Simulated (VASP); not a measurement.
Write the native input for VASP 6.6.1 that does the following.

```
Task                   : single point
Functional             : PBE
Potentials or basis    : VASP PAW PBE potentials, release 64 (Sr_sv, Hf_pv, O)
Cutoff                 : 520 eV
k mesh                 : 4 × 4 × 4
Occupations            : gaussian, width 0.1 eV
Spin                   : no spin polarisation
Dipole correction      : no
Further INCAR settings : ALGO = Normal; EDIFF = 1e-06; NBANDS = 29
```

The structure of Sr2HfO2 lies in POSCAR:

```
Sr2HfO2
1.0
    4.7103279675      0.0000000000      0.0000000000
    0.0000000000      4.7103279675      0.0000000000
    0.0000000000      0.0000000000      6.1277818634
Sr Hf O
2 1 2
Direct
    0.0000000000      0.0000000000      0.0000000000
    0.5000000000      0.5000000000      0.0000000000
    0.5000000000      0.5000000000      0.5000000000
    0.0000000000      0.0000000000      0.6141611610
    0.0000000000      0.0000000000      0.3858388390
```

The input as run:

INCAR

```
SYSTEM = Sr2HfO2
PREC     = Accurate       ! precision mode
ENCUT    = 520            ! plane-wave cutoff, eV
EDIFF    = 1E-6           ! SCF threshold, eV
ISMEAR   = 0              ! smearing method
SIGMA    = 0.1            ! smearing width, eV
LREAL    = .False.        ! projectors in reciprocal space
LASPH    = .True.         ! aspherical terms in the spheres
NELM     = 100            ! most SCF steps
ALGO     = Normal         ! electronic algorithm
ISIF     = 2              ! what is computed and relaxed
LWAVE    = .False.        ! write WAVECAR
LCHARG   = .False.        ! write CHGCAR
GGA      = PE             ! functional
NBANDS   = 29             ! bands
```

KPOINTS

```
Automatic mesh
0
Gamma
  4 4 4
  0 0 0
```

Potentials or basis: VASP PAW PBE potentials, release 64 (Sr_sv, Hf_pv, O).

Command:

```sh
$ cat potpaw_PBE.64/Sr_sv/POTCAR potpaw_PBE.64/Hf_pv/POTCAR potpaw_PBE.64/O/POTCAR > POTCAR
$ mpirun -np 1 vasp_std > vasp.out
```

It gave:

```yaml
Pressure: 0.3 GPa
Largest_force: 0.229 eV/Å
Band_gap_on_the_k_mesh: zero (band 21 reaches 2.97 eV, above the bottom of band 22 at 2.09 eV)
```

Caveat: spin-orbit coupling is left out, which moves the levels of the heavy elements.

Wall time 93 s on 1 thread of AMD EPYC 7R43 64-Core Processor (Zen 3) (shared host), peak memory 0.23 GiB.
